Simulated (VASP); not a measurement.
# Ba (P6/mmm) in VASP: further runs, part 2 of 2

VASP 6.6.1.

### Step 3. Single point, PBE (strain -0.080 along x and y, -0.080 along z)

INCAR

```
SYSTEM = Ba
PREC = Accurate ; ENCUT = 520
EDIFF = 1E-7 ; ISMEAR = 0
SIGMA = 0.15 ; LREAL = .FALSE.
LASPH = .TRUE. ; NELM = 80
ALGO = Fast ; ISIF = 2
LWAVE = .FALSE. ; LCHARG = .FALSE.
GGA = PE ; NBANDS = 17
```

KPOINTS

```
regular mesh
0
G
  9 9 12
  0 0 0
```

POSCAR

```
Ba
1.0
    6.4363817076      0.0000000000      0.0000000000
   -3.2181908538      5.5740700672      0.0000000000
    0.0000000000      0.0000000000      3.5966420660
Ba
2
Direct
    0.3333333333      0.6666666667      0.5000000000
    0.6666666667      0.3333333333      0.5000000000
```

Potentials or basis: VASP PAW PBE potentials, release 64 (Ba_sv).

Started as:

```console
$ cat potpaw_PBE.64/Ba_sv/POTCAR > POTCAR
$ mpirun -np 1 vasp_std > vasp.out
```

OUTCAR:

```text
SYSTEM = Ba
   PREC = Accurate
   ENCUT = 520
   EDIFF = 1E-7
   ISMEAR = 0
   LREAL = .FALSE.
   LASPH = .TRUE.
   NELM = 80
   ISIF = 2
   GGA = PE

 ion  position               nearest neighbor table
   1  0.333  0.667  0.500-   2 3.72   2 3.72   2 3.72
   2  0.667  0.333  0.500-   1 3.72   1 3.72   1 3.72

  LATTYP: Found a hexagonal cell.
 ALAT       =     6.4363817076
 C/A-ratio  =     0.5587987521

  Lattice vectors:

 A1 = (   6.4363817076,   0.0000000000,   0.0000000000)
 A2 = (  -3.2181908538,   5.5740700672,   0.0000000000)
 A3 = (   0.0000000000,   0.0000000000,   3.5966420660)

[... 649 lines left out ...]
      5     -13.0320      2.00000
      6     -12.5282      2.00000
[... 9 lines left out ...]
     16       3.3844      0.00000
     17       4.7236      0.00000

 [... further k-points ...]
[... 5 lines left out ...]
  --------------------------------------------------------------------------------------
  -------------------------------------------------------------------------------------
  Total        0.8083283      0.8083283      1.5161748      0.0000000     -0.0000000      0.0000000
  in kB       10.0366067     10.0366067     18.8255826      0.0000000     -0.0000000      0.0000000
  external PRESSURE =      12.9662653 kB  Pullay stress =       0.0000000 kB

 VOLUME and BASIS-vectors are now :
 -----------------------------------------------------------------------------
  energy-cutoff  :      520.00
  volume of cell :      129.04
      direct lattice vectors                 reciprocal lattice vectors
     6.436381708  0.000000000  0.000000000     0.155366795  0.089701061  0.000000000
    -3.218190854  5.574070067  0.000000000     0.000000000  0.179402122  0.000000000
     0.000000000  0.000000000  3.596642066     0.000000000  0.000000000  0.278037120

 POSITION                                       TOTAL-FORCE (eV/Angst)
 -----------------------------------------------------------------------------------
     -0.00000      3.71605      1.79832        -0.000000     -0.000000     -0.000000
      3.21819      1.85802      1.79832         0.000000      0.000000      0.000000
 -----------------------------------------------------------------------------------
    total drift:                               -0.000000      0.000000     -0.000000

  FREE ENERGIE OF THE ION-ELECTRON SYSTEM (eV)
  ---------------------------------------------------
  free  energy   TOTEN  =        -2.1948108357 eV

  energy  without entropy=       -2.1509738533  energy(sigma->0) =       -2.17289234
```

OSZICAR:

```text
N       E                     dE             d eps       ncg     rms          rms(c)
DAV:   1     0.154541588204E+03    0.15454E+03   -0.82352E+03  2856   0.953E+02
DAV:   2     0.826204174117E+01   -0.14628E+03   -0.14279E+03  4368   0.195E+02
DAV:   3    -0.198071373505E+01   -0.10243E+02   -0.10131E+02  3839   0.565E+01
DAV:   4    -0.233041246728E+01   -0.34970E+00   -0.34887E+00  4338   0.741E+00
DAV:   5    -0.233355962046E+01   -0.31472E-02   -0.31453E-02  4027   0.754E-01    0.361E+00
RMM:   6    -0.222479590914E+01    0.10876E+00   -0.57112E-02  3009   0.133E+00    0.205E+00
RMM:   7    -0.219273312599E+01    0.32063E-01   -0.96109E-02  3388   0.181E+00    0.256E-01
RMM:   8    -0.219442765678E+01   -0.16945E-02   -0.14496E-02  4096   0.650E-01    0.679E-02
RMM:   9    -0.219473565451E+01   -0.30800E-03   -0.20164E-03  4386   0.197E-01    0.395E-02
RMM:  10    -0.219479971116E+01   -0.64057E-04   -0.28639E-04  4346   0.715E-02    0.694E-03
RMM:  11    -0.219480827992E+01   -0.85688E-05   -0.78580E-05  4894   0.297E-02    0.300E-03
RMM:  12    -0.219481016925E+01   -0.18893E-05   -0.14240E-05  4768   0.149E-02    0.189E-03
RMM:  13    -0.219481062398E+01   -0.45473E-06   -0.57497E-06  4473   0.754E-03    0.364E-04
RMM:  14    -0.219481076545E+01   -0.14147E-06   -0.13727E-06  3860   0.363E-03    0.256E-04
RMM:  15    -0.219481083567E+01   -0.70225E-07   -0.63101E-07  3395   0.221E-03
   1 F= -.21948108E+01 E0= -.21728923E+01  d E =-.438370E-01
```

stdout:

```text
POSCAR found type information on POSCAR Ba
 POSCAR found :  1 types and       2 ions
 scaLAPACK will be used
 LDA part: xc-table for (Slater+PW92), standard interpolation
 POSCAR, INCAR and KPOINTS ok, starting setup
 FFT: planning ... GRIDC
 FFT: planning ... GRID_SOFT
 FFT: planning ... GRID
 WAVECAR not read
 entering main loop
WARNING in EDDRMM: call to ZHEGV failed, returncode =   6  3     10
 num prob RMM:  14    -0.219481076545E+01   -0.14147E-06   -0.13727E-06  3860   0.363E-03    0.256E-04
 num prob  num prob  num prob  num prob  num prob  num prob WARNING in EDDRMM: call to ZHEGV failed, returncode =   6  3     12
```

Wall time 3.2 min (1 thread of Intel Xeon Platinum 8375C at 2.90GHz (Ice Lake), shared host); peak memory 0.34 GiB.

Results:

```yaml
Free_energy: -2.1948 eV
Pressure: 1.3 GPa
Band_gap_on_the_k_mesh: zero (band 10 reaches 2.03 eV, above the bottom of band 11 at 0.62 eV)
```

Levels at points of the mesh, in eV from the Fermi level:
| k point | band 6 | band 7 | band 8 | band 9 | band 10 | band 11 | band 12 | band 13 | band 14 | band 15 |
| --- | --- | --- | --- | --- | --- | --- | --- | --- | --- | --- |
| (0.00, 0.00, 0.00) | -13.99 | -13.59 | -13.43 | -2.28 | -0.11 | 0.49 | 0.79 | 0.79 | 1.45 | 1.45 |
| (0.00, 0.00, 0.50) | -14.53 | -13.82 | -13.82 | -0.59 | -0.59 | 0.12 | 1.41 | 1.41 | 1.56 | 2.28 |

Caveat: the cell differs from its parent crystal (strain -0.080 along x and y, -0.080 along z); spin-orbit coupling is left out, which moves the levels of the heavy elements.

### Step 4. Single point, PBE (strain -0.080 along x and y, -0.040 along z)

INCAR

```
ALGO = Fast
EDIFF = 1E-7
ENCUT = 520
GGA = PE
ISIF = 2
ISMEAR = 0
LASPH = T
LCHARG = T
LELF = T
LREAL = F
LVHAR = T
LWAVE = F
NBANDS = 17
NELM = 100
PREC = Accurate
SIGMA = 0.15
```

KPOINTS

```
k-points
0
Gamma
  9 9 12
```

POSCAR, as its differences from that of step 3:

```diff
@@ -4,3 +4,3 @@
    -3.2181908538      5.5740700672      0.0000000000
-    0.0000000000      0.0000000000      3.5966420660
+    0.0000000000      0.0000000000      3.7530178080
 Ba
```

Started as:

```console
$ cat potpaw_PBE.64/Ba_sv/POTCAR > POTCAR
$ mpirun -np 1 vasp_std > vasp.out
```

Run time: 3.1 min. Hardware: 1 thread of Intel Xeon Platinum 8375C at 2.90GHz (Ice Lake), shared host; peak memory 0.34 GiB.

It converged, with:

| Quantity | Value |
| --- | --- |
| Free energy | -2.2333 eV |
| Pressure | 0.9 GPa |
| Band gap on the k mesh | zero (band 10 reaches 1.79 eV, above the bottom of band 11 at 0.52 eV) |

Stress tensor (GPa, compression positive):
```
1.21 0.00 0.00
0.00 1.21 0.00
0.00 0.00 0.39
```

Levels at points of the mesh, in eV from the Fermi level:
| k point | band 7 | band 8 | band 9 | band 10 | band 11 | band 12 | band 13 | band 14 |
| --- | --- | --- | --- | --- | --- | --- | --- | --- |
| (0.00, 0.00, 0.00) | -13.81 | -13.63 | -2.29 | -0.04 | 0.60 | 0.83 | 0.83 | 1.47 |
| (0.00, 0.00, 0.50) | -13.91 | -13.91 | -0.42 | -0.42 | -0.08 | 1.31 | 1.56 | 1.56 |

Caveat: the cell differs from its parent crystal (strain -0.080 along x and y, -0.040 along z); spin-orbit coupling is left out, which moves the levels of the heavy elements.

### Step 5. Single point, PBE (strain -0.080 along x and y, +0.000 along z)

INCAR

```
SYSTEM = Ba
PREC = Accurate ; ENCUT = 520
EDIFF = 1E-6 ; ISMEAR = 0
SIGMA = 0.15 ; LREAL = .False.
LASPH = .True. ; NELM = 60
ALGO = Fast ; ISIF = 2
LWAVE = .False. ; LCHARG = .False.
GGA = PE ; NBANDS = 17
```

KPOINTS

```
regular mesh
0
Gamma
  9 9 12
  0 0 0
```

POSCAR, as its differences from that of step 4:

```diff
@@ -4,3 +4,3 @@
    -3.2181908538      5.5740700672      0.0000000000
-    0.0000000000      0.0000000000      3.7530178080
+    0.0000000000      0.0000000000      3.9093935500
 Ba
```

Started as:

```console
$ cat potpaw_PBE.64/Ba_sv/POTCAR > POTCAR
$ mpirun -np 1 vasp_std > vasp.out
```

Wall time 2.7 min (1 thread of Intel Xeon Platinum 8375C at 2.90GHz (Ice Lake), shared host); peak memory 0.35 GiB.

It converged, with:

```
Free energy            : -2.2273 eV
Pressure               : 0.7 GPa
Band gap on the k mesh : zero (band 10 reaches 1.63 eV, above the bottom of band 11 at 0.42 eV)
```

Stress tensor (GPa, compression positive):
```
 1.38  0.00  0.00
 0.00  1.38  0.00
 0.00  0.00 -0.69
```

Levels at points of the mesh, in eV from the Fermi level:
| k point | band 7 | band 8 | band 9 | band 10 | band 11 | band 12 | band 13 | band 14 |
| --- | --- | --- | --- | --- | --- | --- | --- | --- |
| (0.00, 0.00, 0.00) | -13.99 | -13.81 | -2.29 | 0.01 | 0.70 | 0.85 | 0.85 | 1.47 |
| (0.00, 0.00, 0.50) | -13.99 | -13.99 | -0.28 | -0.28 | -0.26 | 1.08 | 1.69 | 1.69 |

Caveat: the cell differs from its parent crystal (strain -0.080 along x and y, +0.000 along z); spin-orbit coupling is left out, which moves the levels of the heavy elements.

### Step 6. The runs side by side

```csv
cell,further INCAR settings,gap on the mesh (eV),pressure (GPa)
"a = 7.556, b = 7.556, c = 3.909 Å, angles 90.0, 90.0, 120.0°, 2 atoms",ALGO = Fast; EDIFF = 1e-07; NBANDS = 17,none,0.0
"a = 6.436, b = 6.436, c = 3.597 Å, angles 90.0, 90.0, 120.0°, 2 atoms",ALGO = Fast; EDIFF = 1e-07; NBANDS = 17,none,1.3
"a = 6.436, b = 6.436, c = 3.753 Å, angles 90.0, 90.0, 120.0°, 2 atoms",ALGO = Fast; EDIFF = 1e-07; NBANDS = 17,none,0.9
"a = 6.436, b = 6.436, c = 3.909 Å, angles 90.0, 90.0, 120.0°, 2 atoms",ALGO = Fast; EDIFF = 1e-06; NBANDS = 17,none,0.7
```

Alike in all rows: task single point; level PBE; potentials or basis VASP PAW PBE potentials, release 64 (Ba_sv); no spin polarisation; k mesh 9 × 9 × 12; cutoff (eV) 520; smearing gaussian 0.15 eV.

Caveats: spin-orbit coupling is left out, which moves the levels of the heavy elements.

Total energies depend on the potentials used, so only differences within one code and one set of settings carry meaning.
